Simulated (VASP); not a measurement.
Set up this calculation in VASP 6.6.1, as the native input.

| Property | Result |
| --- | --- |
| Task | single point |
| Functional | r2SCAN |
| Potentials or basis | VASP PAW PBE potentials, release 64 (Ni, O) |
| Cutoff | 520 eV |
| k mesh | 12 × 12 × 12 |
| Occupations | gaussian, width 0.02 eV |
| Spin | collinear spin, ferromagnetic start |
| Starting moments | [1.83, 0.32] μB |
| Dipole correction | no |
| Further INCAR settings | ALGO = Normal; EDIFF = 1e-07; NBANDS = 19 |

The system is NiO.

```
CELL_PARAMETERS angstrom
0.00000 2.07872 2.07872
2.07872 0.00000 2.07872
2.07872 2.07872 0.00000
ATOMIC_POSITIONS crystal
Ni 0.00000 0.00000 0.00000
O 0.50000 0.50000 0.50000
```

The input as run:

POSCAR

```
NiO
1.0
    0.0000000000      2.0787175406      2.0787175406
    2.0787175406      0.0000000000      2.0787175406
    2.0787175406      2.0787175406      0.0000000000
Ni O
1 1
Direct
    0.0000000000      0.0000000000      0.0000000000
    0.5000000000      0.5000000000      0.5000000000
```

INCAR.step1

```
PREC = Accurate ; ENCUT = 520
ISMEAR = 0 ; SIGMA = 0.02
LREAL = F ; LASPH = T
NELM = 150 ; ISPIN = 2
MAGMOM = 1.83 0.32 ; LMAXMIX = 4
NBANDS = 19 ; GGA = PE
ALGO = Normal ; EDIFF = 1E-4
LWAVE = T ; LCHARG = F
```

INCAR.step2

```
PREC = Accurate ; ENCUT = 520
EDIFF = 1E-7 ; ISMEAR = 0
SIGMA = 0.02 ; LREAL = F
LASPH = T ; NELM = 150
ALGO = Normal ; ISIF = 2
LWAVE = F ; LCHARG = F
ISPIN = 2 ; MAGMOM = 1.83 0.32
LORBIT = 11 ; LMAXMIX = 4
METAGGA = R2SCAN ; LMIXTAU = T
NBANDS = 19 ; ISTART = 1
```

KPOINTS

```
regular mesh
0
Gamma
  12 12 12
```

Potentials or basis: VASP PAW PBE potentials, release 64 (Ni, O).

Run with:

```bash
$ cat potpaw_PBE.64/Ni/POTCAR potpaw_PBE.64/O/POTCAR > POTCAR
$ cp INCAR.step1 INCAR
$ mpirun -np 1 vasp_std > vasp.out
$ cp INCAR.step2 INCAR
$ mpirun -np 1 vasp_std > vasp.out
```

It gave:

| Property | Result |
| --- | --- |
| Pressure | 5.2 GPa |
| Band gap on the k mesh | 0.66 eV (least direct gap 1.72 eV) |
| Net moment | 2.00 μB per cell |
| Site moments | Ni +1.69; O +0.28 μB |
| Valence electrons inside the program's atomic spheres | Ni 8.96; O 5.06 |

Caveat: the cell stands under pressure; semilocal functionals underestimate gaps, and a narrow one can read as zero; the PAW data sets were made with another functional, which shifts forces and pressure a little; a cell with one magnetic atom can't hold antiferromagnetic order, which such compounds often take.

It took 2.5 min on 1 thread of AMD EPYC 9R45 96-Core Processor (Zen 5), with other jobs on the host, peak memory 0.15 GiB.
